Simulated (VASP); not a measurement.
Wanted: the native input for a VASP 6.6.1 run.

```
Task                   : relaxation of shape and atoms at fixed volume
Functional             : PBE
Potentials or basis    : VASP PAW PBE potentials, release 64 (Si, Mo_sv)
Cutoff                 : 600 eV
k mesh                 : 18 × 18 × 18
Occupations            : gaussian, width 0.1 eV
Spin                   : no spin polarisation
Dipole correction      : no
Further INCAR settings : ALGO = Normal; EDIFF = 1e-06; IBRION = 2; EDIFFG = -0.01; NSW = 50; ISIF = 4
```

The structure of Si2Mo lies in POSCAR:

```
Si2Mo
1.0
   -1.5376917679      1.5376917679      3.7901497771
    1.5376917679     -1.5376917679      3.7901497771
    1.5376917679      1.5376917679     -3.7901497771
Si Mo
2 1
Direct
    0.3338155738      0.3338155738      0.0000000000
    0.6661844262      0.6661844262      0.0000000000
    0.0000000000      0.0000000000      0.0000000000
```

The input as run:

INCAR

```
SYSTEM = Si2Mo
PREC     = Accurate       ! precision mode
ENCUT    = 600            ! plane-wave cutoff, eV
EDIFF    = 1E-6           ! SCF threshold, eV
ISMEAR   = 0              ! smearing method
SIGMA    = 0.1            ! smearing width, eV
LREAL    = .False.        ! projectors in reciprocal space
LASPH    = .True.         ! aspherical terms in the spheres
NELM     = 100            ! most SCF steps
ALGO     = Normal         ! electronic algorithm
ISIF     = 4              ! what is computed and relaxed
LWAVE    = .False.        ! write WAVECAR
LCHARG   = .False.        ! write CHGCAR
GGA      = PE             ! functional
IBRION   = 2              ! ionic algorithm
NSW      = 50             ! ionic steps
EDIFFG   = -0.01          ! ionic threshold
```

KPOINTS

```
Automatic mesh
0
Gamma
  18 18 18
  0 0 0
```

Potentials or basis: VASP PAW PBE potentials, release 64 (Si, Mo_sv).

The run is started by

```bash
$ cat potpaw_PBE.64/Si/POTCAR potpaw_PBE.64/Mo_sv/POTCAR > POTCAR
$ mpirun -np 1 vasp_std > vasp.out
```

It gave:

```yaml
Energy_gained_by_relaxing: 0.2 meV/atom
Ionic_steps: 4
Pressure_after_relaxing: 34.8 GPa
Largest_force_after_relaxing: 0.008 eV/Å
Band_gap_on_the_k_mesh: zero (bands 11 and 12 overlap by 1.07 eV)
```

Wall time 9.3 min on 1 thread of Intel(R) Xeon(R) Platinum 8488C (Sapphire Rapids), on a shared host, peak memory 0.46 GiB.
